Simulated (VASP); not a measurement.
The system is In2Sb.

```
In Sb
1.0
     0.00000    3.46835    3.46835
     3.46835    0.00000    3.46835
     3.46835    3.46835    0.00000
In Sb
2 1
Direct
  0.25000 0.25000 0.25000
  0.75000 0.75000 0.75000
  0.00000 0.00000 0.00000
```

| Item | Value |
| --- | --- |
| Program | VASP 6.6.1 |
| Task | relaxation of cell and atoms |
| Functional | r2SCAN |
| Potentials or basis | VASP PAW PBE potentials, release 64 (In_d, Sb) |
| Cutoff | 600 eV |
| k mesh | 4 × 4 × 4 |
| Occupations | gaussian, width 0.1 eV |
| Spin | no spin polarisation |

At the start: pressure 8.3 GPa; volume 27.81 Å³/atom.

**Question.** Where does the relaxation end?

**Answer.** Over 4 steps the energy falls by 117.4 meV/atom and the volume is 33.51 Å³/atom (+20.5 %); space group Fm-3m (No. 225, to 0.1 Å) before and after.

The path:
```tsv
step	energy change (eV)	largest force (eV/Å)	pressure (GPa)	volume (Å³)
1	0.0000	0.0000	8.34	83.44
2	-0.3495	0.0000	-0.51	102.18
3	-0.3518	0.0000	0.20	99.90
4	-0.3522	0.0000	-0.01	100.52
```

Final structure:
```yaml
crystal:
  lattice:
    - [0.00000, 3.69043, 3.69043]
    - [3.69043, 0.00000, 3.69043]
    - [3.69043, 3.69043, 0.00000]
  atoms:
    - { symbol: In, position: [0.25000, 0.25000, 0.25000] }
    - { symbol: In, position: [0.75000, 0.75000, 0.75000] }
    - { symbol: Sb, position: [0.00000, 0.00000, 0.00000] }
```

Caveat: the k points lie up to 0.37 Å⁻¹ apart in the final cell, too coarse for converged energies and pressures of a metal; the volume moved by over 15 % at a fixed basis, so the end points are rough; the PAW data sets were made with another functional, which shifts forces and pressure a little.
